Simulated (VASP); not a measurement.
Input of a VASP 6.6.1 run:

INCAR

```
  PREC = Accurate
  ENCUT = 520
  EDIFF = 1E-7
  ISMEAR = 0
  SIGMA = 0.05
  LREAL = F
  LASPH = T
  NELM = 60
  ALGO = Normal
  ISIF = 2
  LWAVE = F
  LCHARG = T
  LELF = T
  LVHAR = T
  NBANDS = 15
```

Contents of KPOINTS:

```
regular mesh
0
Gamma
  8 8 8
```

POSCAR

```
KF
1.0
    0.0000000000      2.5817196783      2.3880907024
    2.5817196783      0.0000000000      2.3880907024
    2.5817196783      2.5817196783      0.0000000000
K F
1 1
Direct
    0.0000000000      0.0000000000      0.0000000000
    0.5000000000      0.5000000000      0.5000000000
```

Potentials or basis: VASP PAW LDA potentials, release 64 (K_sv, F).

Run with:

```bash
$ cat potpaw_LDA.64/K_sv/POTCAR potpaw_LDA.64/F/POTCAR > POTCAR
$ mpirun -np 1 vasp_std > vasp.out
```

Q: What does it give for the pressure?

A: 5.5 GPa.

Q: What does it give for the band gap on the k mesh?

A: 6.50 eV (least direct gap 6.54 eV).

Stress tensor (GPa, compression positive):
```
 1.80  0.00  0.00
 0.00  1.80  0.00
 0.00  0.00 13.04
```

Caveat: the cell differs from its parent crystal (normal strain along x +0.0000, normal strain along z -0.0750); the cell stands under pressure. A k mesh can miss the band edges.
